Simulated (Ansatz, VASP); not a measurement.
Two plane-wave programs on GaAs

```
CELL_PARAMETERS angstrom
3.60640 0.00000 0.00000
-1.80320 3.12324 0.00000
0.00000 0.00000 3.57319
ATOMIC_POSITIONS crystal
Ga 0.33333 0.66667 0.50000
As 0.00000 0.00000 0.00000
```

Alike in both runs: functional LDA; k mesh 7 × 7 × 6; occupations fermi-dirac, width 0.05 eV; non-collinear spin, spin-orbit coupling.

|  | VASP | Ansatz |
| --- | --- | --- |
| version | VASP 6.6.1 | Ansatz 0.2.0 |
| potentials or method | VASP PAW LDA potentials, release 64 (Ga_d, As) | Ansatz PAW |
| plane-wave cutoff (eV) | 520 | 420 |
| valence electrons in the cell | 18 | 28 |
| task | single point | band structure |

```csv
,VASP,Ansatz,Ansatz less VASP
pressure (GPa),-5.8,-5.9,-0.16
"traceless stress, the component that is largest in VASP (GPa)",-5.20,-5.24,-0.034
net moment per atom (μB),0.00,0.00,0.000
```

LDA's correlation is that of Perdew and Zunger in VASP and of Perdew and Wang (1992) in Ansatz. VASP's potentials hold 18 valence electrons a cell and Ansatz's 28, so a difference there can come from the potentials and not from the codes.
